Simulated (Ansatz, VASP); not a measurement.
**Two plane-wave programs on KTaO3**

```
CELL_PARAMETERS angstrom
3.98830 -0.01994 -0.01994
-0.01994 3.98830 -0.01994
-0.01994 -0.01994 3.98830
ATOMIC_POSITIONS crystal
K 0.50000 0.50000 0.50000
Ta 0.00000 0.00000 0.00000
O 0.50000 0.00000 0.00000
O 0.00000 0.50000 0.00000
O 0.00000 0.00000 0.50000
```

Change from the starting cell: equal xy, yz and zx shear strains of -1 %, PAW files.

Alike in both runs: task electric field gradients; functional PBE; k mesh 5 × 5 × 5; occupations fermi-dirac, width 0.01 eV; no spin polarisation.

|  | VASP | Ansatz |
| --- | --- | --- |
| version | VASP 6.6.1 | Ansatz 0.2.0 |
| potentials or method | VASP PAW PBE potentials, release 64 (K_sv, Ta_pv, O) | PAW with Ansatz's default frozen-core files, scalar-relativistic |
| plane-wave cutoff (eV) | 520 | 420 |
| valence electrons in the cell | 38 | 40 |

VASP gave:

| Item | Value |
| --- | --- |
| gap on the k mesh at the Fermi level (eV) | 2.25 |
| pressure (GPa) | 6.1 |
| traceless stress, the component that is largest in VASP (GPa) | 1.01 |
| size of Vzz on the site where it differs most (V/Å²) | 22.8 |

Q: Estimate Ansatz's values.

A: gap on the k mesh at the Fermi level (eV): 2.30; pressure (GPa): 5.4; traceless stress, the component that is largest in VASP (GPa): 1.01; size of Vzz on the site where it differs most (V/Å²): 26.5.

The functional is the same, so the differences come from potentials, cutoffs and numerics. VASP's potentials hold 38 valence electrons a cell and Ansatz's 40, so a difference there can come from the potentials and not from the codes.

Spin-orbit coupling is off throughout.
